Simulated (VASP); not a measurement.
Set up this calculation in VASP 6.6.1, as the native input.

```yaml
Task: single point
Functional: PBEsol
Potentials_or_basis: VASP PAW PBE potentials, release 64 (La)
Cutoff: 520 eV
k_mesh: 9 × 9 × 5
Occupations: fermi-dirac, width 0.1 eV
Spin: no spin polarisation
Dipole_correction: no
Further_INCAR_settings: ALGO = Normal; EDIFF = 1e-07; NBANDS = 18
```

The structure of La lies in POSCAR:

```
La
1.0
    4.3938490000      0.0000000000      0.0000000000
   -2.1969240000      3.8051850000      0.0000000000
    0.0000000000      0.0000000000      7.1871540000
La
2
Direct
    0.3333000000      0.6667000000      0.2500000000
    0.6666000000      0.3333000000      0.7500000000
```

These files were run (other wordings do the same):

INCAR

```
PREC     = Accurate       # precision mode
ENCUT    = 520            # plane-wave cutoff, eV
EDIFF    = 1E-7           # SCF threshold, eV
ISMEAR   = -1             # smearing method
SIGMA    = 0.1            # smearing width, eV
LREAL    = False          # projectors in reciprocal space
LASPH    = True           # aspherical terms in the spheres
NELM     = 60             # most SCF steps
ALGO     = Normal         # electronic algorithm
ISIF     = 2              # what is computed and relaxed
LWAVE    = False          # write WAVECAR
LCHARG   = False          # write CHGCAR
GGA      = PS             # functional
NBANDS   = 18             # bands
```

KPOINTS

```
Automatic mesh
0
Gamma
  9 9 5
```

Potentials or basis: VASP PAW PBE potentials, release 64 (La).

Command:

```console
$ cat potpaw_PBE.64/La/POTCAR > POTCAR
$ mpirun -np 1 vasp_std > vasp.out
```

It gave:

```json
{
 "Pressure": "-6.9 GPa",
 "Band gap on the k mesh": "zero (bands 11 and 12 overlap by 0.78 eV)"
}
```

Caveat: the cell stands under tension; the PAW data sets were made with another functional, which shifts forces and pressure a little; spin-orbit coupling is left out, which moves the levels of the heavy elements.

It took 6.8 min on 1 thread of Intel(R) Xeon(R) Platinum 8259CL CPU @ 2.50GHz (Skylake/Cascade Lake), on a shared host, peak memory 0.35 GiB.
